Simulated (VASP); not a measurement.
# SiAu3 (Fm-3m) in VASP: notebook, part 2 of 2

VASP 6.6.1. Earlier steps stand in the parts before.

### Step 5. Single point, LDA

This run uses another cell than the first one, of 19.86 Å³/atom, 1.120 times its volume.

INCAR reads:

```
  ALGO = Normal
  EDIFF = 1E-7
  ENCUT = 520
  GGA = CA
  ISIF = 2
  ISMEAR = -1
  LASPH = True
  LCHARG = False
  LREAL = False
  LWAVE = False
  NBANDS = 26
  NELM = 100
  PREC = Accurate
  SIGMA = 0.1
```

KPOINTS reads:

```
k-points
0
Gamma
  6 6 6
```

POSCAR reads:

```
SiAu3
1.0
    0.0000000000      3.4122308831      3.4122308831
    3.4122308831      0.0000000000      3.4122308831
    3.4122308831      3.4122308831      0.0000000000
Si Au
1 3
Direct
    0.0000000000      0.0000000000      0.0000000000
    0.2500000000      0.2500000000      0.2500000000
    0.7500000000      0.7500000000      0.7500000000
    0.5000000000      0.5000000000      0.5000000000
```

Potentials or basis: VASP PAW LDA potentials, release 64 (Si, Au).

Run with:

```
> cat potpaw_LDA.64/Si/POTCAR potpaw_LDA.64/Au/POTCAR > POTCAR
> mpirun -np 1 vasp_std > vasp.out
```

OUTCAR:

```text
EDIFF = 1E-7
   ENCUT = 520
   GGA = CA
   ISIF = 2
   ISMEAR = -1
   LASPH = True
   LREAL = False
   NELM = 100
   PREC = Accurate

 ion  position               nearest neighbor table
   1  0.000  0.000  0.000-   2 2.96   3 2.96   3 2.96   3 2.96   3 2.96   2 2.96   2 2.96   2 2.96

   2  0.250  0.250  0.250-   1 2.96   4 2.96   1 2.96   1 2.96   1 2.96   4 2.96   4 2.96   4 2.96
                             3 3.41   3 3.41   3 3.41   3 3.41   3 3.41   3 3.41
   3  0.750  0.750  0.750-   1 2.96   4 2.96   4 2.96   4 2.96   4 2.96   1 2.96   1 2.96   1 2.96
                             2 3.41   2 3.41   2 3.41   2 3.41   2 3.41   2 3.41
   4  0.500  0.500  0.500-   2 2.96   3 2.96   2 2.96   2 2.96   2 2.96   3 2.96   3 2.96   3 2.96

  LATTYP: Found a face centered cubic cell.
 ALAT       =     6.8244617662

  Lattice vectors:

 A1 = (   0.0000000000,   3.4122308831,   3.4122308831)
 A2 = (   3.4122308831,   0.0000000000,   3.4122308831)
 A3 = (   3.4122308831,   3.4122308831,   0.0000000000)

Analysis of symmetry for initial positions (statically):
=====================================================================
 Subroutine PRICEL returns:
 Original cell was already a primitive cell.

 Routine SETGRP: Setting up the symmetry group for a
 face centered cubic supercell.

 Subroutine GETGRP returns: Found 48 space group operations
 (whereof 48 operations were pure point group operations)
 out of a pool of 48 trial point group operations.

The static configuration has the point symmetry O_h .

Analysis of symmetry for dynamics (positions and initial velocities):
=====================================================================
 Subroutine PRICEL returns:
 Original cell was already a primitive cell.

 Routine SETGRP: Setting up the symmetry group for a
 face centered cubic supercell.

 Subroutine GETGRP returns: Found 48 space group operations
[... 114 lines left out ...]
   EFERMI_NEDOS =   21; number of points for ismear=-14 and -15
   IALGO  =     38    algorithm
   IMIX   =      4    mixing-type and parameters
     AMIX     =   0.40;   BMIX     =  1.00
     AMIX_MAG =   1.60;   BMIX_MAG =  1.00
  volume/ion in A,a.u.               =      19.86       134.05
  Fermi-wavevector in a.u.,A,eV,Ry     =   1.268899  2.397871 21.906798  1.610104
  Thomas-Fermi vector in A             =   2.401969
   LORBIT       =      0    0 simple, 1 ext, 2 COOP (PROOUT), +10 PAW based schemes
   GGA     = CA    functional components
   LHFCALC =     F    Hartree Fock is set to
   AEXX    =    0.0000 exact exchange contribution
   IVDW    =     0    specifies the selected vdW correction
   LEPSILON=     F    determine dielectric tensor
   LRPA    =     F    only Hartree local field effects (RPA)
 non-spin polarized calculation
  energy-cutoff  :      520.00
  volume of cell :       79.46
 maximum number of plane-waves:      2164
   NGX = 17   NGY = 17   NGZ = 17

 number of electron      37.0000006 magnetization

 Free energy of the ion-electron system (eV)
  ---------------------------------------------------
  ext. energy  EPLUGINS =         0.00000000
  ---------------------------------------------------
  free energy    TOTEN  =       -17.82004252 eV

  energy without entropy =      -17.78121003  energy(sigma->0) =      -17.80062627

 E-fermi :   7.2350     XC(G=0): -11.5938

 val. band max:        7.1386916459   @ k =   0.3333   0.3333   0.0000
 cond. band min:       7.3769689147   @ k =   0.5000   0.3333   0.0000
 fundamental gap:      0.2382772688
 Fermi energy:         7.2349601783

 k-point     1 :       0.0000    0.0000    0.0000
  band No.  band energies     occupation
      1      -2.8552      2.00000
      2       1.6221      2.00000
      3       1.6221      2.00000
      4       1.7730      2.00000
      5       1.7730      2.00000
      6       1.7730      2.00000
[... 453 lines left out ...]
     25      14.8406      0.00000
     26      15.7250      0.00000

------------------------ aborting loop because EDIFF is reached ----------------------------------------

  FORCE on cell =-STRESS in cart. coord.  units (eV):
  Direction    XX          YY          ZZ          XY          YZ          ZX
  --------------------------------------------------------------------------------------
  -------------------------------------------------------------------------------------
  Total       -8.9258713     -8.9258713     -8.9258713      0.0000000     -0.0000000      0.0000000
  in kB     -179.9765729   -179.9765729   -179.9765729      0.0000000     -0.0000000      0.0000000
  external PRESSURE =    -179.9765729 kB  Pullay stress =       0.0000000 kB

 VOLUME and BASIS-vectors are now :
 -----------------------------------------------------------------------------
  energy-cutoff  :      520.00
  volume of cell :       79.46
      direct lattice vectors                 reciprocal lattice vectors
     0.000000000  3.412230883  3.412230883    -0.146531702  0.146531702  0.146531702
     3.412230883  0.000000000  3.412230883     0.146531702 -0.146531702  0.146531702
     3.412230883  3.412230883  0.000000000     0.146531702  0.146531702 -0.146531702

 POSITION                                       TOTAL-FORCE (eV/Angst)
 -----------------------------------------------------------------------------------
      0.00000      0.00000      0.00000         0.000000      0.000000      0.000000
      1.70612      1.70612      1.70612         0.000000      0.000000      0.000000
      5.11835      5.11835      5.11835        -0.000000     -0.000000     -0.000000
      3.41223      3.41223      3.41223         0.000000      0.000000      0.000000
 -----------------------------------------------------------------------------------
    total drift:                                0.000000      0.000000      0.000000

  FREE ENERGIE OF THE ION-ELECTRON SYSTEM (eV)
  ---------------------------------------------------
  free  energy   TOTEN  =       -17.8200425152 eV

  energy  without entropy=      -17.7812100339  energy(sigma->0) =      -17.80062627
```

stdout:

```text
POSCAR found type information on POSCAR SiAu
 POSCAR found :  2 types and       4 ions
 scaLAPACK will be used
 LDA part: xc-table for (Slater(with rela. corr.)+CA(PZ))
 , standard interpolation
 POSCAR, INCAR and KPOINTS ok, starting setup
 FFT: planning ... GRIDC
 FFT: planning ... GRID_SOFT
 FFT: planning ... GRID
 WAVECAR not read
 entering main loop
```

It took 49 s on 1 thread of Intel Xeon 6975P-C, shared host; peak memory 0.18 GiB.

Results:

- Free energy: -17.8200 eV
- Pressure: -18.0 GPa

Levels at points of the mesh, in eV from the Fermi level:
| k point | band 16 | band 17 | band 18 | band 19 | band 20 | band 21 |
| --- | --- | --- | --- | --- | --- | --- |
| (0.00, 0.00, 0.00) | -3.02 | -2.39 | 1.49 | 1.49 | 1.49 | 1.81 |
| (0.50, 0.00, 0.00) | -2.96 | -2.58 | -1.00 | 1.32 | 1.32 | 2.21 |
| (0.50, 0.50, 0.00) | -2.73 | -2.60 | -2.21 | -2.21 | -0.16 | 0.66 |

Caveat: spin-orbit coupling is left out, which moves the levels of the heavy elements.

### Step 6. The runs side by side

```csv
cell,gap on the mesh (eV),pressure (GPa)
"a = 4.647 Å, angles 60.0°, 4 atoms",none,-10.1
"a = 4.708 Å, angles 60.0°, 4 atoms",none,-13.5
"a = 4.767 Å, angles 60.0°, 4 atoms",none,-16.1
"a = 4.826 Å, angles 60.0°, 4 atoms",none,-18.0
```

Alike in all rows: task single point; level LDA; potentials or basis VASP PAW LDA potentials, release 64 (Si, Au); no spin polarisation; k mesh 6 × 6 × 6; cutoff (eV) 520; smearing fermi-dirac 0.1 eV.

Caveats: spin-orbit coupling is left out, which moves the levels of the heavy elements.

Total energies depend on the potentials used, so only differences within one code and one set of settings carry meaning.
